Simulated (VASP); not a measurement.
**Fe4Pt: single point with PBE**

The system is Fe4Pt.

```
Fe Pt
1.0
    -3.30436    3.30436    1.45537
     3.30436   -3.30436    1.45537
     3.30436    3.30436   -1.45537
Fe Pt
4 1
Cartesian
  2.5983 1.2433 1.4554
  0.7061 2.0611 0.0000
  4.5477 0.7061 0.0000
  -1.2433 2.5983 1.4554
  0.0000 0.0000 1.4554
```

```json
{
  "Program": "VASP 6.6.1",
  "Task": "single point",
  "Functional": "PBE",
  "Potentials or basis": "VASP PAW PBE potentials, release 64 (Fe, Pt)",
  "Cutoff": "600 eV",
  "k mesh": "6 × 6 × 6",
  "Occupations": "gaussian, width 0.1 eV",
  "Spin": "collinear spin, ferromagnetic start",
  "Starting moments": "[2.99, 2.99, 2.99, 2.99, 0.57] μB"
}
```

```json
{
 "Pressure": "-0.3 GPa",
 "Largest force": "0.024 eV/Å",
 "Net moment": "11.25 μB per cell",
 "Site moments": "Fe +2.69; Pt +0.46 μB",
 "Valence electrons inside the program's atomic spheres": "Fe 7.13; Pt 9.39"
}
```

Forces on the atoms (eV/Å):
```
Fe   0.005 -0.023  0.000
Fe  -0.005  0.023  0.000
Fe  -0.023 -0.005  0.000
Fe   0.023  0.005  0.000
Pt   0.000  0.000  0.000
```

Stress tensor (GPa, compression positive):
```
 0.02  0.00  0.00
 0.00  0.02  0.00
 0.00  0.00 -0.81
```

Levels at points of the mesh, in eV from the Fermi level:
Spin up:
| k point | band 24 | band 25 | band 26 | band 27 | band 28 | band 29 | band 30 | band 31 |
| --- | --- | --- | --- | --- | --- | --- | --- | --- |
| (0.00, 0.00, 0.00) | -0.66 | -0.66 | -0.49 | 0.93 | 1.09 | 1.09 | 2.59 | 8.31 |
| (0.50, 0.00, 0.00) | -0.92 | -0.21 | 0.05 | 0.11 | 0.56 | 3.55 | 3.82 | 6.35 |
| (0.50, 0.50, 0.00) | -1.22 | -0.75 | -0.68 | -0.22 | -0.02 | 2.42 | 3.61 | 6.22 |
| (0.50, 0.50, 0.50) | -1.24 | -1.12 | -0.72 | -0.45 | -0.45 | -0.39 | 8.39 | 8.39 |
Spin down:
```csv
k point,band 13,band 14,band 15,band 16,band 17,band 18
"(0.00, 0.00, 0.00)",-0.56,-0.46,-0.37,-0.37,0.02,0.27
"(0.50, 0.00, 0.00)",-1.03,-0.92,-0.22,0.17,0.32,0.93
"(0.50, 0.50, 0.00)",-0.53,-0.44,-0.05,0.25,0.38,0.49
"(0.50, 0.50, 0.50)",-0.91,-0.78,-0.09,0.18,0.71,0.71
```

Run time: 3.8 min on 1 thread of AMD EPYC 7R13 Processor (Zen 3) (shared host), peak memory 0.34 GiB.

Caveat: the k points lie up to 0.39 Å⁻¹ apart; spin-orbit coupling is left out, which moves the levels of the heavy elements.
